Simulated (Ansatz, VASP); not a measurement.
GaCo: VASP beside Ansatz

INCAR

```
SYSTEM = GaCo
ALGO = Normal ; EDIFF = 1E-6
ENCUT = 520 ; GGA = PE
ISIF = 2 ; ISMEAR = -1
ISPIN = 2 ; LASPH = .TRUE.
LCHARG = .FALSE. ; LMAXMIX = 4
LORBIT = 11 ; LREAL = .FALSE.
LWAVE = .FALSE. ; MAGMOM = 0 1.8
NBANDS = 22 ; NELM = 150
PREC = Accurate ; SIGMA = 0.05
```

The input KPOINTS:

```
k-points
0
G
  8 8 8
  0 0 0
```

POSCAR

```
GaCo
1.0
    2.8970601581      0.0000000000      0.0000000000
    0.0000000000      2.8970601581      0.0000000000
    0.0000000000      0.0000000000      2.8970601581
Ga Co
1 1
Direct
    0.5000000000      0.5000000000      0.5000000000
    0.0000000000      0.0000000000      0.0000000000
```

Input for Ansatz:

```yaml
crystal:
  lattice:
    - [2.897060158114005, 0.0, 0.0]
    - [0.0, 2.897060158114005, 0.0]
    - [0.0, 0.0, 2.897060158114005]
  atoms:
    - { symbol: Ga, position: [0.5, 0.5, 0.5] }
    - { symbol: Co, position: [0.0, 0.0, 0.0], spin: 1.8 }
basis:
  ecutwfc: 500.0
kpoints:
  mp_grid:
    grid: [8, 8, 8]
hamiltonian:
  xc: pbe
magnetization:
  spin_polarized: true
scf:
  occupations:
    method: fermi_dirac
    width: 0.05
```

Alike in both runs: task single point; functional PBE; k mesh 8 × 8 × 8; occupations fermi-dirac, width 0.05 eV; collinear spin.

|  | VASP | Ansatz |
| --- | --- | --- |
| version | VASP 6.6.1 | Ansatz 0.2.0 |
| potentials or method | VASP PAW PBE potentials, release 64 (Ga_d, Co), cutoff 520 eV | plane waves, PAW |
| valence electrons in the cell | 22 | 30 |

|  | VASP | Ansatz | Ansatz less VASP |
| --- | --- | --- | --- |
| net moment per atom (μB) | 0.11 | 0.12 | +0.002 |
| size of the moment on the site where the two differ most (μB) | 0.26 | 0.27 | +0.012 |

Site moments also hang on the region over which each program counts them. VASP's potentials hold 22 valence electrons a cell and Ansatz's 30, so a difference there can come from the potentials and not from the codes.
